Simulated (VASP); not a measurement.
# Au in VASP: single point with PBE

Aim: the single point of Au with PBE.

Everything below comes from runs of VASP 6.6.1. Logs are shortened: lines on timing, memory, paths and dates and some standing lists are left out, and cuts for length are marked.

### Step 1. The cell of the first run

The cell holds a slab with vacuum, 4 atoms: a = 2.940 Å, b = 2.940 Å, c = 22.237 Å, α = 90.00°, β = 90.00°, γ = 90.00°.

### Step 2. Single point, PBE

File POSCAR:

```
Au
1.0
    2.9400990585      0.0000000000      0.0000000000
    0.0000000000      2.9400990585      0.0000000000
    0.0000000000      0.0000000000     22.2369000000
Au
4
Direct
    0.2500000000      0.2500000000      0.3597625581
    0.7500000000      0.7500000000      0.4532541856
    0.2500000000      0.2500000000      0.5467458138
    0.7500000000      0.7500000000      0.6402374419
```

File INCAR.step1:

```
PREC = Accurate ; ENCUT = 520
EDIFF = 1E-7 ; ISMEAR = -1
SIGMA = 0.05 ; LREAL = F
LASPH = T ; NELM = 100
ALGO = Normal ; ISIF = 2
LWAVE = F ; LCHARG = T
LMAXMIX = 4 ; LDIPOL = T
IDIPOL = 3 ; DIPOL = 0.5 0.5 0.500
GGA = PE ; NBANDS = 30
```

File KPOINTS.step1:

```
Automatic mesh
0
Gamma
  12 12 1
```

File INCAR.step2:

```
PREC = Accurate ; ENCUT = 520
EDIFF = 1E-7 ; ISMEAR = -5
SIGMA = 0.05 ; LREAL = F
LASPH = T ; NELM = 100
ALGO = Normal ; ISIF = 2
LWAVE = F ; LCHARG = F
LMAXMIX = 4 ; LDIPOL = T
IDIPOL = 3 ; DIPOL = 0.5 0.5 0.500
GGA = PE ; LORBIT = 11
NBANDS = 30 ; NEDOS = 1001
ICHARG = 11
```

File KPOINTS.step2:

```
Automatic mesh
0
Gamma
  18 18 1
```

Potentials or basis: VASP PAW PBE potentials, release 64 (Au).

Started as:

```console
> cat potpaw_PBE.64/Au/POTCAR > POTCAR
> cp INCAR.step1 INCAR
> cp KPOINTS.step1 KPOINTS
> mpirun -np 1 vasp_std > vasp.out
> cp INCAR.step2 INCAR
> cp KPOINTS.step2 KPOINTS
> mpirun -np 1 vasp_std > vasp.out
```

OUTCAR:

```text
PREC = Accurate
   ENCUT = 520
   EDIFF = 1E-7
   ISMEAR = -5
   LREAL = F
   LASPH = T
   NELM = 100
   ISIF = 2
   GGA = PE
   LORBIT = 11
   ICHARG = 11

 ion  position               nearest neighbor table
   1  0.250  0.250  0.360-   2 2.94   2 2.94   2 2.94   2 2.94
   2  0.750  0.750  0.453-   1 2.94   1 2.94   1 2.94   1 2.94   3 2.94   3 2.94   3 2.94   3 2.94

   3  0.250  0.250  0.547-   4 2.94   4 2.94   4 2.94   4 2.94   2 2.94   2 2.94   2 2.94   2 2.94

   4  0.750  0.750  0.640-   3 2.94   3 2.94   3 2.94   3 2.94

  LATTYP: Found a simple tetragonal cell.
 ALAT       =     2.9400990585
 C/A-ratio  =     7.5633165950

  Lattice vectors:

 A1 = (   2.9400990585,   0.0000000000,   0.0000000000)
 A2 = (   0.0000000000,   2.9400990585,   0.0000000000)
 A3 = (   0.0000000000,   0.0000000000,  22.2369000000)

Analysis of symmetry for initial positions (statically):
=====================================================================
 Subroutine PRICEL returns:
 Original cell was already a primitive cell.

 Routine SETGRP: Setting up the symmetry group for a
 simple tetragonal supercell.

 Subroutine GETGRP returns: Found 16 space group operations
 (whereof  4 operations were pure point group operations)
 out of a pool of 16 trial point group operations.

The static configuration has the point symmetry C_2h.
 The point group associated with its full space group is D_4h.

Analysis of symmetry for dynamics (positions and initial velocities):
=====================================================================
 Subroutine PRICEL returns:
 Original cell was already a primitive cell.

 Routine SETGRP: Setting up the symmetry group for a
 simple tetragonal supercell.

 Subroutine GETGRP returns: Found 16 space group operations
 (whereof  4 operations were pure point group operations)
 out of a pool of 16 trial point group operations.

The dynamic configuration has the point symmetry C_2h.
 The point group associated with its full space group is D_4h.

 Subroutine INISYM returns: Found 16 space group operations
 (whereof  4 operations are pure point group operations),
 and found     1 'primitive' translations

----------------------------------------------------------------------------------------

                                     Primitive cell

  volume of cell :     192.2198

[... 107 lines left out ...]
   EMIN   =  10.00;   EMAX   =-10.00  energy-range for DOS
   EFERMI =   0.00;   METHOD = LEGACY
   ISMEAR =    -5;   SIGMA  =   0.05  broadening in eV -4-tet -1-fermi 0-gaus
   EFERMI_NEDOS =   21; number of points for ismear=-14 and -15
   IALGO  =     38    algorithm
   IMIX   =      4    mixing-type and parameters
     AMIX     =   0.40;   BMIX     =  1.00
     AMIX_MAG =   1.60;   BMIX_MAG =  1.00
  volume/ion in A,a.u.               =      48.05       324.29
  Fermi-wavevector in a.u.,A,eV,Ry     =   1.001443  1.892453 13.645127  1.002889
  Thomas-Fermi vector in A             =   2.133866
   LORBIT       =     11    0 simple, 1 ext, 2 COOP (PROOUT), +10 PAW based schemes
   GGA     = PE    functional components
   LHFCALC =     F    Hartree Fock is set to
   AEXX    =    0.0000 exact exchange contribution
   IVDW    =     0    specifies the selected vdW correction
   LEPSILON=     F    determine dielectric tensor
   LRPA    =     F    only Hartree local field effects (RPA)
 non-spin polarized calculation
 Fermi weights with tetrahedron method with Bloechl corrections
  energy-cutoff  :      520.00
  volume of cell :      192.22
 maximum number of plane-waves:      5235
 NGX is ok and might be reduce to    24

 number of electron      43.9999993 magnetization

 dipolmoment           0.000000      0.000000     -0.000000 electrons x Angstroem

 Free energy of the ion-electron system (eV)
  ---------------------------------------------------
  ext. energy  EPLUGINS =         0.00000000
  ---------------------------------------------------
  free energy    TOTEN  =       -11.92860021 eV

  energy without entropy =      -11.92860021  energy(sigma->0) =      -11.92860021

 E-fermi :  -0.0344     XC(G=0):  -5.3990

 val. band max:        0.0606063347   @ k =   0.5000   0.1111   0.0000
 cond. band min:       0.0563955407   @ k =   0.4444   0.3333   0.0000
 fundamental gap:     -0.0042107940
 Fermi energy:        -0.0344214060

 k-point     1 :       0.0000    0.0000    0.0000
  band No.  band energies     occupation
      1      -8.6651      2.00000
      2      -7.1718      2.00000
      3      -6.1895      2.00000
      4      -6.0168      2.00000
      5      -5.9082      2.00000
      6      -5.3925      2.00000
[... 781 lines left out ...]
     29       7.0005      0.00000
     30       7.2545      0.00000

 [... further k-points ...]

------------------------ aborting loop because EDIFF is reached ----------------------------------------

 vacuum level on the upper side and lower side of the slab       (xc-potential included)        -0.008        -0.008

  FORCE on cell =-STRESS in cart. coord.  units (eV):
  Direction    XX          YY          ZZ          XY          YZ          ZX
  --------------------------------------------------------------------------------------
  -------------------------------------------------------------------------------------
  Total       -2.4103557     -2.4103557     -0.1189376      0.0000000      0.0000000     -0.0000000
  in kB      -20.0906300    -20.0906300     -0.9913604      0.0000000      0.0000000     -0.0000000
  external PRESSURE =     -13.7242068 kB  Pullay stress =       0.0000000 kB

 VOLUME and BASIS-vectors are now :
 -----------------------------------------------------------------------------
  energy-cutoff  :      520.00
  volume of cell :      192.22
      direct lattice vectors                 reciprocal lattice vectors
     2.940099058  0.000000000  0.000000000     0.340124594  0.000000000  0.000000000
     0.000000000  2.940099058  0.000000000     0.000000000  0.340124594  0.000000000
     0.000000000  0.000000000 22.236900000     0.000000000  0.000000000  0.044970297

 POSITION                                       TOTAL-FORCE (eV/Angst)
 -----------------------------------------------------------------------------------
      0.73502      0.73502      8.00000        -0.000000     -0.000000      0.137297
      2.20507      2.20507     10.07897         0.000000     -0.000000     -0.091517
      0.73502      0.73502     12.15793         0.000000      0.000000      0.091517
      2.20507      2.20507     14.23690        -0.000000     -0.000000     -0.137297
 -----------------------------------------------------------------------------------
    total drift:                                0.000000     -0.000000     -0.000010

  FREE ENERGIE OF THE ION-ELECTRON SYSTEM (eV)
  ---------------------------------------------------
  free  energy   TOTEN  =       -11.9286002051 eV

  energy  without entropy=      -11.9286002051  energy(sigma->0) =      -11.92860021

 vacuum level on the upper side and lower side of the slab         5.072         5.072

 total charge

# of ion       s       p       d       tot
------------------------------------------
    1        0.544   0.207   8.789   9.540
    2        0.511   0.307   8.772   9.590
    3        0.511   0.307   8.772   9.590
    4        0.544   0.207   8.789   9.540
--------------------------------------------------
tot          2.111   1.028  35.121  38.259
```

OUTCAR.step1:

```text
PREC = Accurate
   ENCUT = 520
   EDIFF = 1E-7
   ISMEAR = -1
   LREAL = F
   LASPH = T
   NELM = 100
[... 1029 lines left out ...]
      0.73502      0.73502     12.15793         0.000000      0.000000      0.085975
      2.20507      2.20507     14.23690         0.000000     -0.000000     -0.115313
 -----------------------------------------------------------------------------------
    total drift:                                0.000000     -0.000000      0.000014

  FREE ENERGIE OF THE ION-ELECTRON SYSTEM (eV)
  ---------------------------------------------------
  free  energy   TOTEN  =       -11.9356114894 eV

  energy  without entropy=      -11.9265645634  energy(sigma->0) =      -11.93108803

 vacuum level on the upper side and lower side of the slab         5.072         5.072
```

Run time: 4.5 min. Hardware: 1 thread of Intel Xeon Platinum 8488C (Sapphire Rapids), shared host; peak memory 0.41 GiB.

Results:

```
Valence electrons inside the program's atomic spheres : Au 9.54, 9.59 (each value once)
```

Caveat: spin-orbit coupling is left out, which moves the levels of the heavy elements; tetrahedron occupations give inexact forces and stress in metals.
